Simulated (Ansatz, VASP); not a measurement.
# Au: VASP beside Ansatz

Contents of INCAR:

```
SYSTEM = Au
PREC = Accurate ; ENCUT = 520
EDIFF = 1E-8 ; ISMEAR = -1
SIGMA = 0.03 ; LREAL = .False.
LASPH = .True. ; NELM = 60
ALGO = Normal ; ISIF = 2
LWAVE = .False. ; LCHARG = .False.
GGA = CA ; LEFG = .True.
NBANDS = 18
```

File KPOINTS:

```
regular mesh
0
Gamma
  14 14 8
  0 0 0
```

Contents of POSCAR:

```
Au
1.0
    2.9381606606      0.0000000000      0.0000000000
   -1.4690803303      2.5445217725      0.0000000000
    0.0000000000      0.0000000000      4.9442178906
Au
2
Direct
    0.3333333333      0.6666666667      0.7500000000
    0.6666666667      0.3333333333      0.2500000000
```

Input for Ansatz:

```yaml
crystal:
  lattice:
    - [2.9381606606, 0.0, 0.0]
    - [-1.4690803303, 2.5445217725, 0.0]
    - [0.0, 0.0, 4.9442178906]
  atoms:
    - { symbol: Au, position: [0.3333333333, 0.6666666667, 0.75] }
    - { symbol: Au, position: [0.6666666667, 0.3333333333, 0.25] }
kpoints:
  mp_grid: { grid: [14, 14, 8] }
scf:
  occupations: { method: fermi_dirac, width: 0.03 }
hamiltonian:
  xc: lda
  pseudopotentials: { kind: all_electron, datasets: crystal }
output:
  forces: true
  stress: true
  eigenvalues: true
  efg: { contact_densities: true }
```

Change from the starting cell: volume scaled by 1.04, crystal datasets.

Alike in both runs: task electric field gradients; functional LDA; k mesh 14 × 14 × 8; occupations fermi-dirac, width 0.03 eV; no spin polarisation.

|  | VASP | Ansatz |
| --- | --- | --- |
| version | VASP 6.6.1 | Ansatz 0.2.0 |
| potentials or method | VASP PAW LDA potentials, release 64 (Au), cutoff 520 eV | all-electron PAW with datasets made for the crystal, scalar-relativistic |

Ansatz gave:

- pressure (GPa): -15.0
- traceless stress, the component that is largest in VASP (GPa): 0.40
- size of Vzz on the site where it differs most (V/Å²): 6.7

Task: What did VASP give for the same quantities?

Result: Pressure (GPa): -14.7; traceless stress, the component that is largest in VASP (GPa): 0.28; size of Vzz on the site where it differs most (V/Å²): 18.9.

LDA's correlation is that of Perdew and Zunger in VASP and of Perdew and Wang (1992) in Ansatz. Ansatz ran all-electron here, and VASP with PAW potentials.

Neither program's run includes spin-orbit coupling.
